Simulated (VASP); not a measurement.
# AlN (P6_3mc) in VASP: single point with HSE06

Aim: the single point of AlN with HSE06.

Program: VASP 6.6.1. These are calculated values, not measurements. Logs are shortened: lines on timing, memory, paths and dates and some standing lists are left out, and cuts for length are marked.

## (1) The cell of the first run

It takes space group P6_3mc (No. 186, hexagonal). Conventional cell: a = 3.107 Å, b = 3.107 Å, c = 5.078 Å, α = 90.00°, β = 90.00°, γ = 120.00°. Within 2.5 Å of Al (site symmetry 3m) lie 4 N at 1.90 to 1.92 Å. N (site symmetry 3m) has 4 Al at 1.90 to 1.92 Å within 2.5 Å.

## (2) Single point, HSE06 (uniaxial z strain +2.0%)

File POSCAR:

```
AlN
1.0
    3.1066937602      0.0000000000      0.0000000000
   -1.5533468801      2.6904757181      0.0000000000
    0.0000000000      0.0000000000      5.0781633830
Al N
2 2
Direct
    0.3333333333      0.6666666667     -0.0016267570
    0.6666666667      0.3333333333      0.4983732430
    0.3333333333      0.6666666667      0.3766267570
    0.6666666667      0.3333333333      0.8766267570
```

File INCAR.step1:

```
PREC = Accurate
ENCUT = 520
EDIFF = 1E-5
ISMEAR = 0
SIGMA = 0.01
LREAL = False
LASPH = True
NELM = 80
ALGO = Normal
ISIF = 2
LWAVE = True
LCHARG = False
GGA = PE
NBANDS = 16
```

File INCAR.step2:

```
PREC = Accurate
ENCUT = 520
EDIFF = 1E-6
ISMEAR = 0
SIGMA = 0.01
LREAL = False
LASPH = True
NELM = 80
ALGO = Normal
ISIF = 2
LWAVE = False
LCHARG = False
GGA = PE
LHFCALC = True
HFSCREEN = 0.2079
PRECFOCK = Normal
ISTART = 1
NBANDS = 16
```

File KPOINTS:

```
Automatic mesh
0
Gamma
  6 6 4
```

Potentials or basis: VASP PAW PBE potentials, release 64 (Al, N).

On the command line:

```sh
cat potpaw_PBE.64/Al/POTCAR potpaw_PBE.64/N/POTCAR > POTCAR
cp INCAR.step1 INCAR
mpirun -np 1 vasp_std > vasp.out
cp INCAR.step2 INCAR
mpirun -np 1 vasp_std > vasp.out
```

OUTCAR:

```text
PREC = Accurate
   ENCUT = 520
   EDIFF = 1E-6
   ISMEAR = 0
   LREAL = False
   LASPH = True
   NELM = 80
   ISIF = 2
   GGA = PE
   LHFCALC = True
   HFSCREEN = 0.2079
   PRECFOCK = Normal
   ISTART = 1

 ion  position               nearest neighbor table
   1  0.333  0.667  0.998-   4 1.90   4 1.90   4 1.90   3 1.92   2 3.11   2 3.11   2 3.11   2 3.11
                             2 3.11   2 3.11
   2  0.667  0.333  0.498-   3 1.90   3 1.90   3 1.90   4 1.92   1 3.11   1 3.11   1 3.11   1 3.11
                             1 3.11   1 3.11
   3  0.333  0.667  0.377-   2 1.90   2 1.90   2 1.90   1 1.92
   4  0.667  0.333  0.877-   1 1.90   1 1.90   1 1.90   2 1.92

  LATTYP: Found a hexagonal cell.
 ALAT       =     3.1066937602
 C/A-ratio  =     1.6345876919

  Lattice vectors:

 A1 = (   3.1066937602,   0.0000000000,   0.0000000000)
 A2 = (  -1.5533468801,   2.6904757181,   0.0000000000)
 A3 = (   0.0000000000,   0.0000000000,   5.0781633830)

Analysis of symmetry for initial positions (statically):
=====================================================================
 Subroutine PRICEL returns:
 Original cell was already a primitive cell.

 Routine SETGRP: Setting up the symmetry group for a
 hexagonal supercell.

 Subroutine GETGRP returns: Found 12 space group operations
 (whereof  6 operations were pure point group operations)
 out of a pool of 24 trial point group operations.

The static configuration has the point symmetry C_3v.
 The point group associated with its full space group is C_6v.

Analysis of symmetry for dynamics (positions and initial velocities):
=====================================================================
 Subroutine PRICEL returns:
 Original cell was already a primitive cell.

 Routine SETGRP: Setting up the symmetry group for a
 hexagonal supercell.

 Subroutine GETGRP returns: Found 12 space group operations
 (whereof  6 operations were pure point group operations)
 out of a pool of 24 trial point group operations.

The dynamic configuration has the point symmetry C_3v.
 The point group associated with its full space group is C_6v.

 Subroutine INISYM returns: Found 12 space group operations
 (whereof  6 operations are pure point group operations),
 and found     1 'primitive' translations

----------------------------------------------------------------------------------------

                                     Primitive cell

  volume of cell :      42.4457

  direct lattice vectors                    reciprocal lattice vectors
     3.106693760  0.000000000  0.000000000     0.321885605  0.185840741  0.000000000
    -1.553346880  2.690475718  0.000000000     0.000000000  0.371681481  0.000000000
     0.000000000  0.000000000  5.078163383     0.000000000  0.000000000  0.196921588

  length of vectors
     3.106693760  3.106693760  5.078163383     0.371681481  0.371681481  0.196921588

  position of ions in fractional coordinates (direct lattice)
     0.333333333  0.666666667  0.998373243
     0.666666667  0.333333333  0.498373243
     0.333333333  0.666666667  0.376626757
     0.666666667  0.333333333  0.876626757

  ion indices of the primitive-cell ions
   primitive index   ion index
                 1           1
                 2           2
                 3           3
                 4           4

----------------------------------------------------------------------------------------

 KPOINTS: Automatic mesh

Automatic generation of k-mesh.
 Grid dimensions read from file:
 generate k-points for:    6    6    4

 Generating k-lattice:

  Cartesian coordinates                     Fractional coordinates (reciprocal lattice)
     0.053647601  0.030973457  0.000000000     0.166666667  0.000000000  0.000000000
     0.000000000  0.061946914  0.000000000     0.000000000  0.166666667  0.000000000
     0.000000000  0.000000000  0.049230397     0.000000000  0.000000000  0.250000000

  Length of vectors
     0.061946914  0.061946914  0.049230397

  Shift w.r.t. Gamma in fractional coordinates (k-lattice)
     0.000000000  0.000000000  0.000000000

 Subroutine IBZKPT returns following result:
 ===========================================

 Found     21 irreducible k-points:

 Following reciprocal coordinates:
            Coordinates               Weight
  0.000000  0.000000  0.000000      1.000000
  0.166667  0.000000  0.000000      6.000000
  0.333333  0.000000  0.000000      6.000000
  0.500000 -0.000000  0.000000      3.000000
  0.166667  0.166667  0.000000      6.000000
  0.333333  0.166667  0.000000     12.000000
[... 13 lines left out ...]
  0.333333  0.166667  0.500000     12.000000
  0.333333  0.333333  0.500000      2.000000
   k-points           NKPTS =     21   k-points in BZ     NKDIM =    144   number of bands    NBANDS=     16
   number of dos      NEDOS =    301   number of ions     NIONS =      4
   total plane-waves  NPLWV =  23040
   dimension x,y,z NGX =    24 NGY =   24 NGZ =   40
   dimension x,y,z NGXF=    48 NGYF=   48 NGZF=   80
   ions per type =               2   2
   NGX,Y,Z   is equivalent  to a cutoff of  12.84, 12.84, 13.09 a.u.
   NGXF,Y,Z  is equivalent  to a cutoff of  25.69, 25.69, 26.19 a.u.
 SYSTEM =  unknown system
   PREC   = accura    normal or accurate (medium, high low for compatibility)
   ISTART =      1    job   : 0-new  1-cont  2-samecut
   ICHARG =      0    charge: 1-file 2-atom 10-const
   ISPIN  =      1    spin polarized calculation?
   LNONCOLLINEAR =      F non collinear calculations
   LSORBIT =      F    spin-orbit coupling
   LASPH  =      T    aspherical Exc in radial PAW
   ENCUT  =  520.0 eV  38.22 Ry    6.18 a.u.   5.78  5.78  9.44*2*pi/ulx,y,z
   NELM   =     80;   NELMIN=  2; NELMDL=  0     # of ELM steps
   EDIFF  = 0.1E-05   stopping-criterion for ELM
   LREAL  =      F    real-space projection
   EDIFFG = 0.1E-04   stopping-criterion for IOM
   NSW    =      0    number of steps for IOM
   IBRION =     -1    ionic relax: 0-MD 1-quasi-New 2-CG
   NFREE  =      0    steps in history (QN), initial steepest desc. (CG)
   ISIF   =      2    stress and relaxation
   ISYM   =      3    0-nonsym 1-usesym 2-fastsym
   POTIM  = 0.5000    time-step for ionic-motion
   TEBEG  =    0.0;   TEEND  =   0.0 temperature during run
   PSTRESS=    0.0 pullay stress
   NELECT =      16.0000    total number of electrons
   NUPDOWN=      -1.0000    fix difference up-down
   EMIN   =  10.00;   EMAX   =-10.00  energy-range for DOS
   EFERMI =   0.00;   METHOD = LEGACY
   ISMEAR =     0;   SIGMA  =   0.01  broadening in eV -4-tet -1-fermi 0-gaus
   EFERMI_NEDOS =   21; number of points for ismear=-14 and -15
   IALGO  =     38    algorithm
   IMIX   =      1    mixing-type and parameters
     AMIX     =   0.40;   BMIX     =  1.00
     AMIX_MAG =   1.60;   BMIX_MAG =  1.00
  volume/ion in A,a.u.               =      10.61        71.61
  Fermi-wavevector in a.u.,A,eV,Ry     =   1.182597  2.234784 19.028232  1.398536
  Thomas-Fermi vector in A             =   2.318848
   LORBIT       =      0    0 simple, 1 ext, 2 COOP (PROOUT), +10 PAW based schemes
   GGA     = PE    functional components
   LHFCALC =     T    Hartree Fock is set to
   PRECFOCK=normal    Normal, Fast or Accurate (Low or Medium for compatibility)
   ENCUT4O =  -1.0   cutoff for four orbital integrals eV
   NKREDX  =     1    reduce k-point grid by
   NKREDY  =     1    reduce k-point grid by
   NKREDZ  =     1    reduce k-point grid by
   AEXX    =    0.2500 exact exchange contribution
   HFSCREEN=    0.2079 screening length (either q_TF or 0.3 A-1)
   HFSCREENC=   0.2079 screening length for correlation (either q_TF or 0.3 A-1)
   ENCUTFOCK=  -1.0 apply spherical cutoff to Coloumb kernel
   IVDW    =     0    specifies the selected vdW correction
   LEPSILON=     F    determine dielectric tensor
   LRPA    =     F    only Hartree local field effects (RPA)
 non-spin polarized calculation
 Gauss-broadening in eV      SIGMA  =   0.01
  energy-cutoff  :      520.00
  volume of cell :       42.45
 maximum number of plane-waves:      1170
 NGX is ok and might be reduce to    24
  NGX = 18; NGY = 18; NGZ = 30

 number of electron      15.9999998 magnetization

 Free energy of the ion-electron system (eV)
  ---------------------------------------------------
  ext. energy  EPLUGINS =         0.00000000
  ---------------------------------------------------
  free energy    TOTEN  =       -34.87029987 eV

  energy without entropy =      -34.87029987  energy(sigma->0) =      -34.87029987

 E-fermi :   5.0782     XC(G=0):  -8.9424

 val. band max:        4.9753774468   @ k =   0.0000   0.0000   0.0000
 cond. band min:      10.4650391529   @ k =   0.0000   0.0000   0.0000
 fundamental gap:      5.4896617061
 Fermi energy:         5.0782486045

 k-point     1 :       0.0000    0.0000    0.0000
  band No.  band energies     occupation
      1     -11.5033      2.00000
      2      -9.3559      2.00000
      3      -1.4061      2.00000
      4       4.2560      2.00000
      5       4.2560      2.00000
      6       4.9161      2.00000
[... 8 lines left out ...]
     15      19.9422      0.00000
     16      19.9422      0.00000

 k-point     2 :       0.1667    0.0000    0.0000
  band No.  band energies     occupation
      1     -11.1326      2.00000
      2      -9.1449      2.00000
      3      -0.9472      2.00000
      4       2.7259      2.00000
      5       3.5259      2.00000
      6       3.8339      2.00000
[... 8 lines left out ...]
     15      19.0709      0.00000
     16      19.5654      0.00000

 k-point     3 :       0.3333    0.0000    0.0000
  band No.  band energies     occupation
      1     -10.1809      2.00000
      2      -8.7566      2.00000
      3       0.2418      2.00000
      4       0.3578      2.00000
      5       1.4874      2.00000
      6       3.1903      2.00000
[... 8 lines left out ...]
     15      18.7134      0.00000
     16      21.3861      0.00000
[... 305 lines left out ...]
 k-point    20 :       0.3333    0.1667    0.5000
  band No.  band energies     occupation
      1      -9.0745      2.00000
      2      -9.0745      2.00000
      3      -0.4169      2.00000
      4      -0.4169      2.00000
      5       2.3172      2.00000
      6       2.3172      2.00000
[... 8 lines left out ...]
     15      20.2608      0.00000
     16      20.2608      0.00000

 k-point    21 :       0.3333    0.3333    0.5000
  band No.  band energies     occupation
      1      -8.8349      2.00000
      2      -8.8349      2.00000
      3      -0.0591      2.00000
      4      -0.0591      2.00000
      5       0.9827      2.00000
      6       0.9827      2.00000
[... 8 lines left out ...]
     15      20.5248      0.00000
     16      20.5248      0.00000

------------------------ aborting loop because EDIFF is reached ----------------------------------------

  FORCE on cell =-STRESS in cart. coord.  units (eV):
  Direction    XX          YY          ZZ          XY          YZ          ZX
  --------------------------------------------------------------------------------------
  -------------------------------------------------------------------------------------
  Total       -0.7026939     -0.7026939     -2.2631300      0.0000000      0.0000000     -0.0000000
  in kB      -26.5242175    -26.5242175    -85.4251777      0.0000000      0.0000000     -0.0000000
  external PRESSURE =     -46.1578709 kB  Pullay stress =       0.0000000 kB

 VOLUME and BASIS-vectors are now :
 -----------------------------------------------------------------------------
  energy-cutoff  :      520.00
  volume of cell :       42.45
      direct lattice vectors                 reciprocal lattice vectors
     3.106693760  0.000000000  0.000000000     0.321885605  0.185840741  0.000000000
    -1.553346880  2.690475718  0.000000000     0.000000000  0.371681481  0.000000000
     0.000000000  0.000000000  5.078163383     0.000000000  0.000000000  0.196921588

 POSITION                                       TOTAL-FORCE (eV/Angst)
 -----------------------------------------------------------------------------------
     -0.00000      1.79365      5.06990         0.000000      0.000000     -0.010453
      1.55335      0.89683      2.53082        -0.000000      0.000000     -0.010453
     -0.00000      1.79365      1.91257        -0.000000     -0.000000      0.010453
      1.55335      0.89683      4.45165         0.000000      0.000000      0.010453
 -----------------------------------------------------------------------------------
    total drift:                               -0.000000     -0.000000      0.000860

  FREE ENERGIE OF THE ION-ELECTRON SYSTEM (eV)
  ---------------------------------------------------
  free  energy   TOTEN  =       -34.8702998672 eV

  energy  without entropy=      -34.8702998672  energy(sigma->0) =      -34.87029987
```

Wall time 54 min (1 thread of Intel Xeon 8259CL, shared host); peak memory 0.27 GiB.

What came out:

* Free energy: -34.8703 eV
* Pressure: -4.6 GPa
* Largest force: 0.010 eV/Å
* Band gap on the k mesh: 5.49 eV

Forces in eV/Å, atoms in the order of the input:
```
Al   0.000  0.000 -0.010
Al   0.000  0.000 -0.010
N    0.000  0.000  0.010
N    0.000  0.000  0.010
```

Levels at points of the mesh, in eV from the valence-band top:
| k point | band 5 | band 6 | band 7 | band 8 | band 9 | band 10 | band 11 | band 12 |
| --- | --- | --- | --- | --- | --- | --- | --- | --- |
| (0.00, 0.00, 0.00) | -0.72 | -0.06 | -0.06 | 0.00 | 5.49 | 8.29 | 12.30 | 12.96 |
| (0.50, 0.00, 0.00) | -3.49 | -2.06 | -1.78 | -0.64 | 7.08 | 7.32 | 9.69 | 12.01 |
| (0.00, 0.00, 0.50) | -0.40 | -0.40 | -0.40 | -0.40 | 7.97 | 7.97 | 11.88 | 11.88 |
| (0.50, 0.00, 0.50) | -1.43 | -1.43 | -1.42 | -1.42 | 6.62 | 6.62 | 10.78 | 10.78 |

Caveat: the cell differs from its parent crystal (uniaxial z strain +2.0%); the stress differs along the axes, from -9 to -3 GPa; the PAW data sets were made with another functional, which shifts forces and pressure a little.
